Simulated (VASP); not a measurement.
# LiBe4 (Pmmm) in VASP: single point with PBE

Aim: the single point of LiBe4 with PBE.

Everything below comes from runs of VASP 6.6.1. Logs are shortened: lines on timing, memory, paths and dates and some standing lists are left out, and cuts for length are marked.

### 1 The cell of the first run

The structure is orthorhombic, space group Pmmm (No. 47). Conventional cell: a = 2.118 Å, b = 4.012 Å, c = 6.094 Å, α = 90.00°, β = 90.00°, γ = 90.00°. Within 2.8 Å of Li (site symmetry mmm) lie 2 Li at 2.12 Å and 4 Be at 2.26 Å. Be (site symmetry mm2) has 4 Be at 2.02 to 2.12 Å and 2 Li at 2.26 Å within 2.7 Å. Within 2.8 Å of Be (site symmetry mmm) lie 6 Be at 2.12 to 2.27 Å. Within 2.7 Å of Be (site symmetry mmm) lie 8 Be at 2.02 to 2.27 Å.

The cell was generated, and may not be a known phase.

### 2 Single point, PBE

Input file INCAR:

```
SYSTEM = LiBe4
PREC = Accurate
ENCUT = 750
EDIFF = 1E-6
ISMEAR = 0
SIGMA = 0.2
LREAL = .False.
LASPH = .True.
NELM = 120
ALGO = Normal
ISIF = 2
LWAVE = .False.
LCHARG = .False.
GGA = PE
NBANDS = 14
GGA_COMPAT = .False.
```

Input file KPOINTS:

```
Automatic mesh
0
Gamma
  6 5 3
  0 0 0
```

Input file POSCAR:

```
LiBe4
1.0
    2.1182246595      0.0000000000      0.0000000000
    0.0000000000      4.0118295233      0.0000000000
    0.0000000000      0.0000000000      6.0943729456
Li Be
1 4
Direct
    0.0000000000      0.5000000000      0.5000000000
    0.0000000000      0.0000000000      0.3308883540
    0.0000000000      0.0000000000      0.6691116460
    0.5000000000      0.5000000000      0.0000000000
    0.0000000000      0.0000000000      0.0000000000
```

Potentials or basis: VASP PAW PBE potentials, release 64 (Li_sv, Be).

Launch:

```bash
$ cat potpaw_PBE.64/Li_sv/POTCAR potpaw_PBE.64/Be/POTCAR > POTCAR
$ mpirun -np 1 vasp_std > vasp.out
```

OUTCAR:

```text
SYSTEM = LiBe4
   PREC = Accurate
   ENCUT = 750
   EDIFF = 1E-6
   ISMEAR = 0
   LREAL = .False.
   LASPH = .True.
   NELM = 120
   ISIF = 2
   GGA = PE

 ion  position               nearest neighbor table
   1  0.000  0.500  0.500-   2 2.26   3 2.26   2 2.26   3 2.26
   2  0.000  0.000  0.331-   5 2.02   3 2.06   1 2.26   1 2.26
   3  0.000  0.000  0.669-   5 2.02   2 2.06   1 2.26   1 2.26
   4  0.500  0.500  0.000-   5 2.27   5 2.27   5 2.27   5 2.27
   5  0.000  0.000  0.000-   2 2.02   3 2.02   4 2.27   4 2.27   4 2.27   4 2.27

  LATTYP: Found a simple orthorhombic cell.
 ALAT       =     2.1182246595
 B/A-ratio  =     1.8939584644
 C/A-ratio  =     2.8771135858

  Lattice vectors:

 A1 = (   2.1182246595,   0.0000000000,   0.0000000000)
 A2 = (   0.0000000000,   4.0118295233,   0.0000000000)
 A3 = (   0.0000000000,   0.0000000000,   6.0943729456)

Analysis of symmetry for initial positions (statically):
=====================================================================
 Subroutine PRICEL returns:
 Original cell was already a primitive cell.

 Routine SETGRP: Setting up the symmetry group for a
 simple orthorhombic supercell.

 Subroutine GETGRP returns: Found  8 space group operations
 (whereof  8 operations were pure point group operations)
 out of a pool of  8 trial point group operations.

The static configuration has the point symmetry D_2h.

Analysis of symmetry for dynamics (positions and initial velocities):
=====================================================================
 Subroutine PRICEL returns:
 Original cell was already a primitive cell.

 Routine SETGRP: Setting up the symmetry group for a
 simple orthorhombic supercell.

 Subroutine GETGRP returns: Found  8 space group operations
 (whereof  8 operations were pure point group operations)
 out of a pool of  8 trial point group operations.

The dynamic configuration has the point symmetry D_2h.

 Subroutine INISYM returns: Found  8 space group operations
 (whereof  8 operations are pure point group operations),
 and found     1 'primitive' translations

----------------------------------------------------------------------------------------

                                     Primitive cell

  volume of cell :      51.7897

  direct lattice vectors                    reciprocal lattice vectors
     2.118224660  0.000000000  0.000000000     0.472093456  0.000000000  0.000000000
     0.000000000  4.011829523  0.000000000     0.000000000  0.249262835  0.000000000
     0.000000000  0.000000000  6.094372946     0.000000000  0.000000000  0.164085790

  length of vectors
     2.118224660  4.011829523  6.094372946     0.472093456  0.249262835  0.164085790

  position of ions in fractional coordinates (direct lattice)
     0.000000000  0.500000000  0.500000000
     0.000000000  0.000000000  0.330888354
     0.000000000  0.000000000  0.669111646
     0.500000000  0.500000000  0.000000000
     0.000000000  0.000000000  0.000000000

  ion indices of the primitive-cell ions
   primitive index   ion index
                 1           1
                 2           2
                 3           3
                 4           4
                 5           5

----------------------------------------------------------------------------------------

 KPOINTS: Automatic mesh

Automatic generation of k-mesh.
 Grid dimensions read from file:
 generate k-points for:    6    5    3

 Generating k-lattice:

  Cartesian coordinates                     Fractional coordinates (reciprocal lattice)
     0.078682243  0.000000000  0.000000000     0.166666667  0.000000000  0.000000000
     0.000000000  0.049852567  0.000000000     0.000000000  0.200000000  0.000000000
     0.000000000  0.000000000  0.054695263     0.000000000  0.000000000  0.333333333

  Length of vectors
     0.078682243  0.049852567  0.054695263

  Shift w.r.t. Gamma in fractional coordinates (k-lattice)
     0.000000000  0.000000000  0.000000000

 Subroutine IBZKPT returns following result:
 ===========================================

 Found     24 irreducible k-points:

 Following reciprocal coordinates:
            Coordinates               Weight
  0.000000  0.000000  0.000000      1.000000
  0.166667  0.000000  0.000000      2.000000
  0.333333  0.000000  0.000000      2.000000
  0.500000  0.000000  0.000000      1.000000
  0.000000  0.200000  0.000000      2.000000
  0.166667  0.200000  0.000000      4.000000
[... 16 lines left out ...]
  0.333333  0.400000  0.333333      8.000000
  0.500000  0.400000  0.333333      4.000000
   k-points           NKPTS =     24   k-points in BZ     NKDIM =     24   number of bands    NBANDS=     14
   number of dos      NEDOS =    301   number of ions     NIONS =      5
   total plane-waves  NPLWV =  38880
   dimension x,y,z NGX =    20 NGY =   36 NGZ =   54
   dimension x,y,z NGXF=    40 NGYF=   72 NGZF=  108
   ions per type =               1   4
   NGX,Y,Z   is equivalent  to a cutoff of  15.70, 14.92, 14.73 a.u.
   NGXF,Y,Z  is equivalent  to a cutoff of  31.39, 29.84, 29.46 a.u.
 SYSTEM =  LiBe4
   PREC   = accura    normal or accurate (medium, high low for compatibility)
   ISTART =      0    job   : 0-new  1-cont  2-samecut
   ICHARG =      2    charge: 1-file 2-atom 10-const
   ISPIN  =      1    spin polarized calculation?
   LNONCOLLINEAR =      F non collinear calculations
   LSORBIT =      F    spin-orbit coupling
   LASPH  =      T    aspherical Exc in radial PAW
   ENCUT  =  750.0 eV  55.12 Ry    7.42 a.u.   4.73  8.96 13.61*2*pi/ulx,y,z
   NELM   =    120;   NELMIN=  2; NELMDL= -5     # of ELM steps
   EDIFF  = 0.1E-05   stopping-criterion for ELM
   LREAL  =      F    real-space projection
   EDIFFG = 0.1E-04   stopping-criterion for IOM
   NSW    =      0    number of steps for IOM
   IBRION =     -1    ionic relax: 0-MD 1-quasi-New 2-CG
   NFREE  =      0    steps in history (QN), initial steepest desc. (CG)
   ISIF   =      2    stress and relaxation
   ISYM   =      2    0-nonsym 1-usesym 2-fastsym
   POTIM  = 0.5000    time-step for ionic-motion
   TEBEG  =    0.0;   TEEND  =   0.0 temperature during run
   PSTRESS=    0.0 pullay stress
   NELECT =      11.0000    total number of electrons
   NUPDOWN=      -1.0000    fix difference up-down
   EMIN   =  10.00;   EMAX   =-10.00  energy-range for DOS
   EFERMI =   0.00;   METHOD = LEGACY
   ISMEAR =     0;   SIGMA  =   0.20  broadening in eV -4-tet -1-fermi 0-gaus
   EFERMI_NEDOS =   21; number of points for ismear=-14 and -15
   IALGO  =     38    algorithm
   IMIX   =      4    mixing-type and parameters
     AMIX     =   0.40;   BMIX     =  1.00
     AMIX_MAG =   1.60;   BMIX_MAG =  1.00
  volume/ion in A,a.u.               =      10.36        69.90
  Fermi-wavevector in a.u.,A,eV,Ry     =   0.976768  1.845823 12.980976  0.954075
  Thomas-Fermi vector in A             =   2.107412
   LORBIT       =      0    0 simple, 1 ext, 2 COOP (PROOUT), +10 PAW based schemes
   GGA     = PE    functional components
   LHFCALC =     F    Hartree Fock is set to
   AEXX    =    0.0000 exact exchange contribution
   IVDW    =     0    specifies the selected vdW correction
   LEPSILON=     F    determine dielectric tensor
   LRPA    =     F    only Hartree local field effects (RPA)
 non-spin polarized calculation
 Gauss-broadening in eV      SIGMA  =   0.20
  energy-cutoff  :      750.00
  volume of cell :       51.79
 maximum number of plane-waves:      2452
 NGX is ok and might be reduce to    20
   NGX =  9   NGY = 17   NGZ = 27

 number of electron      11.0000000 magnetization

 Free energy of the ion-electron system (eV)
  ---------------------------------------------------
  ext. energy  EPLUGINS =         0.00000000
  ---------------------------------------------------
  free energy    TOTEN  =       -13.96657625 eV

  energy without entropy =      -13.94676640  energy(sigma->0) =      -13.95667132

 E-fermi :   4.5247     XC(G=0):  -9.4732

 val. band max:        4.5105070594   @ k =   0.3333   0.0000   0.0000
 cond. band min:       4.5617380393   @ k =   0.5000   0.2000   0.0000
 fundamental gap:      0.0512309799
 Fermi energy:         4.5247306457

 k-point     1 :       0.0000    0.0000    0.0000
  band No.  band energies     occupation
      1     -42.1244      2.00000
      2      -4.6623      2.00000
      3      -1.5788      2.00000
      4      -1.4866      2.00000
      5       0.9625      2.00000
      6       3.9503      1.99995
      7       5.1520      0.00001
      8       6.3858      0.00000
      9       6.5481      0.00000
     10       7.9215      0.00000
     11       8.5191      0.00000
     12      12.8512      0.00000
     13      15.8375      0.00000
     14      17.1236      0.00000

 k-point     2 :       0.1667    0.0000    0.0000
  band No.  band energies     occupation
      1     -42.0722      2.00000
      2      -3.9796      2.00000
      3      -0.8188      2.00000
      4      -0.7889      2.00000
      5       1.8596      2.00000
      6       4.8284      0.03178
      7       5.4533      0.00000
      8       7.2592      0.00000
      9       7.3965      0.00000
     10       8.4174      0.00000
     11       8.9647      0.00000
     12      11.9477      0.00000
     13      14.5671      0.00000
     14      14.8999      0.00000

 k-point     3 :       0.3333    0.0000    0.0000
  band No.  band energies     occupation
      1     -41.9668      2.00000
      2      -1.9823      2.00000
      3       1.0686      2.00000
      4       1.5047      2.00000
      5       4.5105      1.08011
      6       5.1917      0.00000
      7       7.3679      0.00000
      8       8.6040      0.00000
      9       8.8654      0.00000
     10       9.3848      0.00000
     11       9.7763      0.00000
     12       9.8266      0.00000
     13      10.3094      0.00000
     14      12.6150      0.00000

 k-point     4 :       0.5000    0.0000    0.0000
  band No.  band energies     occupation
      1     -41.9137      2.00000
      2       0.4750      2.00000
      3       1.9612      2.00000
      4       3.8993      1.99999
      5       4.3738      1.71407
      6       5.8275      0.00000
      7       6.0016      0.00000
      8       7.8931      0.00000
      9       9.5435      0.00000
     10       9.6806      0.00000
     11       9.7547      0.00000
     12      10.8938      0.00000
     13      11.9393      0.00000
     14      12.4026      0.00000

 k-point     5 :       0.0000    0.2000    0.0000
  band No.  band energies     occupation
      1     -42.1243      2.00000
      2      -4.4162      2.00000
      3      -1.4971      2.00000
      4      -1.2778      2.00000
      5      -0.1071      2.00000
      6       3.3929      2.00000
      7       3.8116      2.00000
      8       6.7295      0.00000
      9       8.4000      0.00000
     10       8.7930      0.00000
     11       9.6125      0.00000
[... 276 lines left out ...]
 k-point    22 :       0.1667    0.4000    0.3333
  band No.  band energies     occupation
      1     -42.0720      2.00000
      2      -2.8093      2.00000
      3      -1.7507      2.00000
      4      -0.9055      2.00000
      5       1.3106      2.00000
      6       2.0022      2.00000
      7       5.2113      0.00000
      8       6.6694      0.00000
      9       8.6574      0.00000
     10      11.2990      0.00000
     11      13.0617      0.00000
     12      13.7613      0.00000
     13      14.6602      0.00000
     14      15.6978      0.00000

 k-point    23 :       0.3333    0.4000    0.3333
  band No.  band energies     occupation
      1     -41.9667      2.00000
      2      -0.8281      2.00000
      3       0.2888      2.00000
      4       1.0577      2.00000
      5       3.6714      2.00000
      6       4.1823      1.98455
      7       7.0519      0.00000
      8       7.6483      0.00000
      9       8.7374      0.00000
     10       9.0820      0.00000
     11      10.5987      0.00000
     12      11.3021      0.00000
     13      11.7346      0.00000
     14      13.6691      0.00000

 k-point    24 :       0.5000    0.4000    0.3333
  band No.  band energies     occupation
      1     -41.9136      2.00000
      2       1.3060      2.00000
      3       2.3642      2.00000
      4       2.6448      2.00000
      5       5.2630      0.00000
      6       6.1224      0.00000
      7       6.3619      0.00000
      8       6.8658      0.00000
      9       6.9122      0.00000
     10       8.1727      0.00000
     11       8.2263      0.00000
     12      10.4124      0.00000
     13      11.3521      0.00000
     14      14.3605      0.00000

------------------------ aborting loop because EDIFF is reached ----------------------------------------

  FORCE on cell =-STRESS in cart. coord.  units (eV):
  Direction    XX          YY          ZZ          XY          YZ          ZX
  --------------------------------------------------------------------------------------
  -------------------------------------------------------------------------------------
  Total        0.0515205      0.2493557      0.1910235     -0.0000000      0.0000000      0.0000000
  in kB        1.5938474      7.7141187      5.9095433     -0.0000000      0.0000000      0.0000000
  external PRESSURE =       5.0725031 kB  Pullay stress =       0.0000000 kB

 VOLUME and BASIS-vectors are now :
 -----------------------------------------------------------------------------
  energy-cutoff  :      750.00
  volume of cell :       51.79
      direct lattice vectors                 reciprocal lattice vectors
     2.118224660  0.000000000  0.000000000     0.472093456  0.000000000  0.000000000
     0.000000000  4.011829523  0.000000000     0.000000000  0.249262835  0.000000000
     0.000000000  0.000000000  6.094372946     0.000000000  0.000000000  0.164085790

 POSITION                                       TOTAL-FORCE (eV/Angst)
 -----------------------------------------------------------------------------------
      0.00000      2.00591      3.04719         0.000000     -0.000000      0.000000
      0.00000      0.00000      2.01656         0.000000     -0.000000      0.001590
      0.00000      0.00000      4.07782        -0.000000      0.000000     -0.001590
      1.05911      2.00591      0.00000         0.000000     -0.000000      0.000000
      0.00000      0.00000      0.00000         0.000000     -0.000000      0.000000
 -----------------------------------------------------------------------------------
    total drift:                                0.000000      0.000000      0.000000

  FREE ENERGIE OF THE ION-ELECTRON SYSTEM (eV)
  ---------------------------------------------------
  free  energy   TOTEN  =       -13.9665762460 eV

  energy  without entropy=      -13.9467664002  energy(sigma->0) =      -13.95667132
```

Wall time 33 s (1 thread of Intel Xeon 8259CL, shared host); peak memory 0.19 GiB.

What came out:

```yaml
Free_energy: -13.9666 eV
Pressure: 0.5 GPa
Band_gap_on_the_k_mesh: zero (an odd number of electrons rules out a gap without spin polarisation)
```

Levels at points of the mesh, in eV from the Fermi level:
```tsv
k point	band 2	band 3	band 4	band 5	band 6	band 7	band 8	band 9
(0.00, 0.00, 0.00)	-9.19	-6.10	-6.01	-3.56	-0.57	0.63	1.86	2.02
(0.50, 0.00, 0.00)	-4.05	-2.56	-0.63	-0.15	1.30	1.48	3.37	5.02
```

Caveat: the k points lie up to 0.49 Å⁻¹ apart, too coarse for converged energies and pressures of a metal.

The gap in the log of VASP goes by the Fermi energy; the results here count the filled bands.